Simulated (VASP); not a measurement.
# AgBr (Fm-3m) in VASP: single point with PBEsol

Aim: the single point of AgBr with PBEsol.

Program: VASP 6.6.1. These are calculated values, not measurements. Logs are shortened: lines on timing, memory, paths and dates and some standing lists are left out, and cuts for length are marked.

### 1 The cell of the first run

The structure is cubic, space group Fm-3m (No. 225). Conventional cell: a = 5.485 Å, b = 5.485 Å, c = 5.485 Å, α = 90.00°, β = 90.00°, γ = 90.00°. Ag (site symmetry m-3m) has 6 Br at 2.74 Å within 3.6 Å. Within 3.6 Å of Br (site symmetry m-3m) lie 6 Ag at 2.74 Å.

### 2 Single point, PBEsol, non-collinear spin, zero start, spin-orbit coupling

INCAR

```
ALGO = Normal
EDIFF = 1E-6
ENCUT = 500
GGA = PS
GGA_COMPAT = F
ISIF = 2
ISMEAR = -1
LASPH = T
LCHARG = T
LMAXMIX = 4
LNONCOLLINEAR = T
LORBIT = 11
LORBMOM = T
LREAL = F
LSORBIT = T
LVHAR = T
LWAVE = F
MAGMOM = 0 0 0 0 0 0
NBANDS = 30
NELM = 200
PREC = Accurate
SIGMA = 0.01
```

KPOINTS

```
k-points
0
Gamma
  8 8 8
```

POSCAR

```
AgBr
1.0
    2.7427185451      2.7427185451      0.0000000000
   -2.7427185451      2.7427185451      0.0000000000
    0.0000000000      2.7427185451      2.7427185451
Ag Br
1 1
Direct
    0.0000000000      0.0000000000      0.0000000000
    0.5000000000      0.5000000000      0.0000000000
```

Potentials or basis: VASP PAW PBE potentials, release 64 (Ag, Br).

Launch:

```console
$ cat potpaw_PBE.64/Ag/POTCAR potpaw_PBE.64/Br/POTCAR > POTCAR
$ mpirun -np 1 vasp_ncl > vasp.out
```

OUTCAR:

```text
EDIFF = 1E-6
   ENCUT = 500
   GGA = PS
   ISIF = 2
   ISMEAR = -1
   LASPH = T
   LNONCOLLINEAR = T
   LORBIT = 11
   LREAL = F
   LSORBIT = T
   NELM = 200
   PREC = Accurate

 ion  position               nearest neighbor table
   1  0.000  0.000  0.000-   2 2.74   2 2.74   2 2.74   2 2.74   2 2.74   2 2.74
   2  0.500  0.500  0.000-   1 2.74   1 2.74   1 2.74   1 2.74   1 2.74   1 2.74

  LATTYP: Found a face centered cubic cell.
 ALAT       =     5.4854370902

  Lattice vectors:

 A1 = (   0.0000000000,   2.7427185451,   2.7427185451)
 A2 = (   2.7427185451,   0.0000000000,   2.7427185451)
 A3 = (   2.7427185451,   2.7427185451,   0.0000000000)

Analysis of symmetry for initial positions (statically):
=====================================================================
 Subroutine PRICEL returns:
 Original cell was already a primitive cell.

 Routine SETGRP: Setting up the symmetry group for a
 face centered cubic supercell.

 Subroutine GETGRP returns: Found 48 space group operations
 (whereof 48 operations were pure point group operations)
 out of a pool of 48 trial point group operations.

The static configuration has the point symmetry O_h .

Analysis of symmetry for dynamics (positions and initial velocities):
=====================================================================
 Subroutine PRICEL returns:
 Original cell was already a primitive cell.

 Routine SETGRP: Setting up the symmetry group for a
 face centered cubic supercell.

 Subroutine GETGRP returns: Found 48 space group operations
 (whereof 48 operations were pure point group operations)
 out of a pool of 48 trial point group operations.

The dynamic configuration has the point symmetry O_h .

Analysis of structural, dynamic, and magnetic symmetry:
=====================================================================
 Subroutine PRICEL returns:
 Original cell was already a primitive cell.

 Routine SETGRP: Setting up the symmetry group for a
 face centered cubic supercell.

 Subroutine GETGRP returns: Found 48 space group operations
 (whereof 48 operations were pure point group operations)
 out of a pool of 48 trial point group operations.

The overall configuration has the point symmetry O_h .

 Subroutine INISYM returns: Found 48 space group operations
 (whereof 48 operations are pure point group operations),
 and found     1 'primitive' translations

----------------------------------------------------------------------------------------

                                     Primitive cell

  volume of cell :      41.2642

  direct lattice vectors                    reciprocal lattice vectors
     2.742718545  2.742718545  0.000000000     0.182300878  0.182300878 -0.182300878
    -2.742718545  2.742718545  0.000000000    -0.182300878  0.182300878 -0.182300878
     0.000000000  2.742718545  2.742718545     0.000000000  0.000000000  0.364601757

  length of vectors
     3.878789764  3.878789764  3.878789764     0.315754384  0.315754384  0.364601757

  position of ions in fractional coordinates (direct lattice)
     0.000000000  0.000000000  0.000000000
     0.500000000  0.500000000  0.000000000

  ion indices of the primitive-cell ions
   primitive index   ion index
                 1           1
                 2           2

----------------------------------------------------------------------------------------

 KPOINTS: k-points

Automatic generation of k-mesh.
 Grid dimensions read from file:
 generate k-points for:    8    8    8

 Generating k-lattice:

  Cartesian coordinates                     Fractional coordinates (reciprocal lattice)
     0.022787610  0.022787610 -0.022787610     0.125000000  0.000000000  0.000000000
[... 97 lines left out ...]
 number of electron      17.9999997 magnetization      -0.0000000     -0.0000000     -0.0000000

 number of electron      17.9999997 magnetization      -0.0000000      0.0000000     -0.0000000

 number of electron      17.9999997 magnetization       0.0000000     -0.0000000      0.0000000

 Free energy of the ion-electron system (eV)
  ---------------------------------------------------
  ext. energy  EPLUGINS =         0.00000000
  ---------------------------------------------------
  free energy    TOTEN  =        -5.66121756 eV

  energy without entropy =       -5.66121756  energy(sigma->0) =       -5.66121756

 E-fermi :   5.6151     XC(G=0): -10.7913

 val. band max:        5.3907803072   @ k =   0.5000   0.0000   0.0000
 cond. band min:       5.8329927285   @ k =   0.0000   0.0000   0.0000
 fundamental gap:      0.4422124213
 Fermi energy:         5.6151341965

 k-point     1 :       0.0000    0.0000    0.0000
  band No.  band energies     occupation
      1     -10.7851      1.00000
      2     -10.7851      1.00000
      3       1.4859      1.00000
      4       1.4859      1.00000
      5       1.4859      1.00000
      6       1.4859      1.00000
[... 781 lines left out ...]
     29      18.3035      0.00000
     30      18.3035      0.00000

 [... further k-points ...]

------------------------ aborting loop because EDIFF is reached ----------------------------------------

  FORCE on cell =-STRESS in cart. coord.  units (eV):
  Direction    XX          YY          ZZ          XY          YZ          ZX
  --------------------------------------------------------------------------------------
  -------------------------------------------------------------------------------------
  Total        1.7859139      1.7859139      1.7859139      0.0000000      0.0000000      0.0000000
  in kB       69.3421617     69.3421617     69.3421617      0.0000000      0.0000000      0.0000000
  external PRESSURE =      69.3421617 kB  Pullay stress =       0.0000000 kB

 VOLUME and BASIS-vectors are now :
 -----------------------------------------------------------------------------
  energy-cutoff  :      500.00
  volume of cell :       41.26
      direct lattice vectors                 reciprocal lattice vectors
     2.742718545  2.742718545  0.000000000     0.182300878  0.182300878 -0.182300878
    -2.742718545  2.742718545  0.000000000    -0.182300878  0.182300878 -0.182300878
     0.000000000  2.742718545  2.742718545     0.000000000  0.000000000  0.364601757

 POSITION                                       TOTAL-FORCE (eV/Angst)
 -----------------------------------------------------------------------------------
      0.00000      0.00000      0.00000        -0.000000     -0.000000      0.000000
      0.00000      2.74272      0.00000         0.000000      0.000000      0.000000
 -----------------------------------------------------------------------------------
    total drift:                               -0.000000      0.000000     -0.000000

  FREE ENERGIE OF THE ION-ELECTRON SYSTEM (eV)
  ---------------------------------------------------
  free  energy   TOTEN  =        -5.6612175575 eV

  energy  without entropy=       -5.6612175575  energy(sigma->0) =       -5.66121756

 orbital moment (x)

 # of ion     p       d       tot
 ----------------------------------------
  1         0.000  -0.000  -0.000
  2         0.000   0.000   0.000
 ----------------------------------------
            0.000  -0.000  -0.000

 orbital moment (y)

 # of ion     p       d       tot
 ----------------------------------------
  1         0.000   0.000   0.000
  2         0.000  -0.000  -0.000
 ----------------------------------------
            0.000   0.000   0.000

 orbital moment (z)

 # of ion     p       d       tot
 ----------------------------------------
  1         0.000   0.000   0.000
  2         0.000   0.000   0.000
 ----------------------------------------
            0.000   0.000   0.000

 Spin-Orbit-Coupling matrix elements

 Ion:    1  E_soc:     -0.0424662
 l=   1
     0.0000000    -0.0014491    -0.0014491
    -0.0014491     0.0000000    -0.0014491
    -0.0014491    -0.0014491     0.0000000
 l=   2
     0.0000000    -0.0011401     0.0000000    -0.0011401    -0.0044885
    -0.0011401     0.0000000    -0.0033664    -0.0011401    -0.0011221
     0.0000000    -0.0033664     0.0000000    -0.0033664     0.0000000
    -0.0011401    -0.0011401    -0.0033664     0.0000000    -0.0011221
    -0.0044885    -0.0011221     0.0000000    -0.0011221     0.0000000
 l=   3
     0.0000000     0.0000000     0.0000000     0.0000000     0.0000000     0.0000000     0.0000000
     0.0000000     0.0000000     0.0000000     0.0000000     0.0000000     0.0000000     0.0000000
     0.0000000     0.0000000     0.0000000     0.0000000     0.0000000     0.0000000     0.0000000
     0.0000000     0.0000000     0.0000000     0.0000000     0.0000000     0.0000000     0.0000000
     0.0000000     0.0000000     0.0000000     0.0000000     0.0000000     0.0000000     0.0000000
     0.0000000     0.0000000     0.0000000     0.0000000     0.0000000     0.0000000     0.0000000
     0.0000000     0.0000000     0.0000000     0.0000000     0.0000000     0.0000000     0.0000000

 Ion:    2  E_soc:     -0.0562981
 l=   1
     0.0000000    -0.0093632    -0.0093632
    -0.0093632     0.0000000    -0.0093632
    -0.0093632    -0.0093632     0.0000000
 l=   2
     0.0000000     0.0000005     0.0000000     0.0000005    -0.0000204
     0.0000005     0.0000000    -0.0000153     0.0000005    -0.0000051
     0.0000000    -0.0000153     0.0000000    -0.0000153     0.0000000
     0.0000005     0.0000005    -0.0000153     0.0000000    -0.0000051
    -0.0000204    -0.0000051     0.0000000    -0.0000051     0.0000000
 l=   3
     0.0000000     0.0000000     0.0000000     0.0000000     0.0000000     0.0000000     0.0000000
     0.0000000     0.0000000     0.0000000     0.0000000     0.0000000     0.0000000     0.0000000
     0.0000000     0.0000000     0.0000000     0.0000000     0.0000000     0.0000000     0.0000000
     0.0000000     0.0000000     0.0000000     0.0000000     0.0000000     0.0000000     0.0000000
     0.0000000     0.0000000     0.0000000     0.0000000     0.0000000     0.0000000     0.0000000
     0.0000000     0.0000000     0.0000000     0.0000000     0.0000000     0.0000000     0.0000000
     0.0000000     0.0000000     0.0000000     0.0000000     0.0000000     0.0000000     0.0000000

 total charge

# of ion       s       p       d       tot
------------------------------------------
    1        0.273   0.216   9.340   9.828
    2        1.612   3.194   0.046   4.851
--------------------------------------------------
tot          1.884   3.410   9.386  14.680

 magnetization (x)

# of ion       s       p       d       tot
------------------------------------------
    1        0.000   0.000  -0.000  -0.000
    2       -0.000   0.000   0.000  -0.000
--------------------------------------------------
tot         -0.000   0.000  -0.000  -0.000

 magnetization (y)

# of ion       s       p       d       tot
------------------------------------------
    1        0.000   0.000  -0.000  -0.000
    2        0.000   0.000   0.000   0.000
--------------------------------------------------
tot          0.000   0.000  -0.000   0.000

 magnetization (z)

# of ion       s       p       d       tot
------------------------------------------
    1        0.000  -0.000   0.000  -0.000
    2        0.000   0.000  -0.000   0.000
--------------------------------------------------
tot          0.000   0.000  -0.000   0.000
```

It took 2.1 min on 1 thread of Intel Xeon 8259CL, shared host; peak memory 0.27 GiB.

What came out:

```yaml
Free_energy: -5.6612 eV
Pressure: 6.9 GPa
Net_moment: 0.00 μB per cell
Valence_electrons_inside_the_program's_atomic_spheres: Ag 9.83; Br 4.85
```

Moments on the atoms (μB; x, y, z):
```
Ag  0.00 0.00 0.00
Br  0.00 0.00 0.00
```

Caveat: the cell stands under pressure; the PAW data sets were made with another functional, which shifts forces and pressure a little.
